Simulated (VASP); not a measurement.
# ZnSe (P6_3/mmc) in VASP: notebook, part 2 of 2

VASP 6.6.1. Earlier steps stand in the parts before.

## 3. Single point, r2SCAN

This run uses another cell than the first one, of 18.97 Å³/atom, 1.031 times its volume.

The input, POSCAR:

```
ZnSe
1.0
    3.7796697624      0.0000000000      0.0000000000
   -1.8898348812      3.2732900321      0.0000000000
    0.0000000000      0.0000000000      6.1318974040
Zn Se
2 2
Direct
    0.0000000000      0.0000000000      0.0000000000
    0.0000000000      0.0000000000      0.5000000000
    0.3333333333      0.6666666667      0.2500000000
    0.6666666667      0.3333333333      0.7500000000
```

The input, INCAR.step1:

```
PREC = Accurate
ENCUT = 520
ISMEAR = -1
SIGMA = 0.02
LREAL = False
LASPH = True
NELM = 100
NBANDS = 26
GGA = PE
ALGO = Normal
EDIFF = 1E-4
LWAVE = True
LCHARG = False
```

The input, INCAR.step2:

```
PREC = Accurate
ENCUT = 520
EDIFF = 1E-7
ISMEAR = -1
SIGMA = 0.02
LREAL = False
LASPH = True
NELM = 100
ALGO = Normal
ISIF = 2
LWAVE = False
LCHARG = True
METAGGA = R2SCAN
LMIXTAU = True
LELF = True
LVHAR = True
NBANDS = 26
ISTART = 1
```

The input, KPOINTS:

```
regular mesh
0
Gamma
  6 6 4
```

Potentials or basis: VASP PAW PBE potentials, release 64 (Zn, Se).

Started as:

```console
cat potpaw_PBE.64/Zn/POTCAR potpaw_PBE.64/Se/POTCAR > POTCAR
cp INCAR.step1 INCAR
mpirun -np 1 vasp_std > vasp.out
cp INCAR.step2 INCAR
mpirun -np 1 vasp_std > vasp.out
```

OUTCAR:

```text
PREC = Accurate
   ENCUT = 520
   EDIFF = 1E-7
   ISMEAR = -1
   LREAL = False
   LASPH = True
   NELM = 100
   ISIF = 2
   METAGGA = R2SCAN
   ISTART = 1

 ion  position               nearest neighbor table
   1  0.000  0.000  0.000-   3 2.67   4 2.67   3 2.67   4 2.67   4 2.67   3 2.67
   2  0.000  0.000  0.500-   3 2.67   4 2.67   3 2.67   4 2.67   4 2.67   3 2.67
   3  0.333  0.667  0.250-   1 2.67   2 2.67   1 2.67   2 2.67   1 2.67   2 2.67
   4  0.667  0.333  0.750-   1 2.67   2 2.67   1 2.67   2 2.67   1 2.67   2 2.67

  LATTYP: Found a hexagonal cell.
 ALAT       =     3.7796697624
 C/A-ratio  =     1.6223368150

  Lattice vectors:

 A1 = (   3.7796697624,   0.0000000000,   0.0000000000)
 A2 = (  -1.8898348812,   3.2732900321,   0.0000000000)
 A3 = (   0.0000000000,   0.0000000000,   6.1318974040)

Analysis of symmetry for initial positions (statically):
=====================================================================
 Subroutine PRICEL returns:
 Original cell was already a primitive cell.

 Routine SETGRP: Setting up the symmetry group for a
 hexagonal supercell.

 Subroutine GETGRP returns: Found 24 space group operations
 (whereof 12 operations were pure point group operations)
 out of a pool of 24 trial point group operations.

The static configuration has the point symmetry D_3d.
 The point group associated with its full space group is D_6h.

Analysis of symmetry for dynamics (positions and initial velocities):
=====================================================================
 Subroutine PRICEL returns:
 Original cell was already a primitive cell.

 Routine SETGRP: Setting up the symmetry group for a
 hexagonal supercell.

 Subroutine GETGRP returns: Found 24 space group operations
 (whereof 12 operations were pure point group operations)
 out of a pool of 24 trial point group operations.
[... 116 lines left out ...]
   EFERMI =   0.00;   METHOD = LEGACY
   ISMEAR =    -1;   SIGMA  =   0.02  broadening in eV -4-tet -1-fermi 0-gaus
   EFERMI_NEDOS =   21; number of points for ismear=-14 and -15
   IALGO  =     38    algorithm
   IMIX   =      4    mixing-type and parameters
     AMIX     =   0.40;   BMIX     =  1.00
     AMIX_MAG =   1.60;   BMIX_MAG =  1.00
  volume/ion in A,a.u.               =      18.97       127.99
  Fermi-wavevector in a.u.,A,eV,Ry     =   1.276923  2.413034 22.184727  1.630531
  Thomas-Fermi vector in A             =   2.409551
   LORBIT       =      0    0 simple, 1 ext, 2 COOP (PROOUT), +10 PAW based schemes
   METAGGA = R2SCAN    functional components
   LHFCALC =     F    Hartree Fock is set to
   AEXX    =    0.0000 exact exchange contribution
   IVDW    =     0    specifies the selected vdW correction
   LEPSILON=     F    determine dielectric tensor
   LRPA    =     F    only Hartree local field effects (RPA)
 non-spin polarized calculation
  energy-cutoff  :      520.00
  volume of cell :       75.86
 maximum number of plane-waves:      2058
   NGX = 15   NGY = 15   NGZ = 23

 number of electron      36.0000030 magnetization

 Free energy of the ion-electron system (eV)
  ---------------------------------------------------
  ext. energy  EPLUGINS =         0.00000000
  ---------------------------------------------------
  free energy    TOTEN  =       -48.46872975 eV

  energy without entropy =      -48.46743037  energy(sigma->0) =      -48.46808006

 E-fermi :   3.0595     XC(G=0): -11.0699

 val. band max:        3.0390924274   @ k =   0.1667   0.0000   0.0000
 cond. band min:       4.1786120550   @ k =   0.0000   0.0000   0.0000
 fundamental gap:      1.1395196276
 Fermi energy:         3.0594929186

 k-point     1 :       0.0000    0.0000    0.0000
  band No.  band energies     occupation
      1     -11.3785      2.00000
      2      -9.8978      2.00000
      3      -4.2866      2.00000
      4      -4.1408      2.00000
      5      -4.1408      2.00000
      6      -4.0304      2.00000
[... 598 lines left out ...]
     25      13.1600      0.00000
     26      13.1600      0.00000

------------------------ aborting loop because EDIFF is reached ----------------------------------------

  FORCE on cell =-STRESS in cart. coord.  units (eV):
  Direction    XX          YY          ZZ          XY          YZ          ZX
  --------------------------------------------------------------------------------------
  -------------------------------------------------------------------------------------
  Total        0.0846091      0.0846091      0.1278578      0.0000000      0.0000000      0.0000000
  in kB        1.7868765      1.7868765      2.7002542      0.0000000      0.0000000      0.0000000
  external PRESSURE =       2.0913357 kB  Pullay stress =       0.0000000 kB

 VOLUME and BASIS-vectors are now :
 -----------------------------------------------------------------------------
  energy-cutoff  :      520.00
  volume of cell :       75.86
      direct lattice vectors                 reciprocal lattice vectors
     3.779669762  0.000000000  0.000000000     0.264573379  0.152751512  0.000000000
    -1.889834881  3.273290032  0.000000000     0.000000000  0.305503023  0.000000000
     0.000000000  0.000000000  6.131897404     0.000000000  0.000000000  0.163081659

 POSITION                                       TOTAL-FORCE (eV/Angst)
 -----------------------------------------------------------------------------------
      0.00000      0.00000      0.00000        -0.000000      0.000000     -0.000000
      0.00000      0.00000      3.06595        -0.000000      0.000000     -0.000000
     -0.00000      2.18219      1.53297        -0.000000     -0.000000     -0.000000
      1.88983      1.09110      4.59892         0.000000      0.000000      0.000000
 -----------------------------------------------------------------------------------
    total drift:                               -0.000000      0.000000      0.000000

  FREE ENERGIE OF THE ION-ELECTRON SYSTEM (eV)
  ---------------------------------------------------
  free  energy   TOTEN  =       -48.4687297525 eV

  energy  without entropy=      -48.4674303665  energy(sigma->0) =      -48.46808006
```

OUTCAR.step1:

```text
PREC = Accurate
   ENCUT = 520
   ISMEAR = -1
   LREAL = False
   LASPH = True
   NELM = 100
[... 832 lines left out ...]
      0.00000      0.00000      3.06595         0.000000      0.000000      0.000000
     -0.00000      2.18219      1.53297         0.000000     -0.000000      0.000000
      1.88983      1.09110      4.59892        -0.000000      0.000000      0.000000
 -----------------------------------------------------------------------------------
    total drift:                               -0.000000     -0.000000      0.000000

  FREE ENERGIE OF THE ION-ELECTRON SYSTEM (eV)
  ---------------------------------------------------
  free  energy   TOTEN  =       -10.7624290323 eV

  energy  without entropy=      -10.7612822846  energy(sigma->0) =      -10.76185566
```

Run time: 2.8 min. Hardware: 1 thread of Intel Xeon Platinum 8259CL at 2.50GHz (Skylake/Cascade Lake), shared host; peak memory 0.21 GiB.

Results:

```yaml
Free_energy: -48.4687 eV
Pressure: 0.2 GPa
Band_gap_on_the_k_mesh: zero (band 18 reaches 3.04 eV, above the bottom of band 19 at 3.03 eV)
```

Caveat: the PAW data sets were made with another functional, which shifts forces and pressure a little.
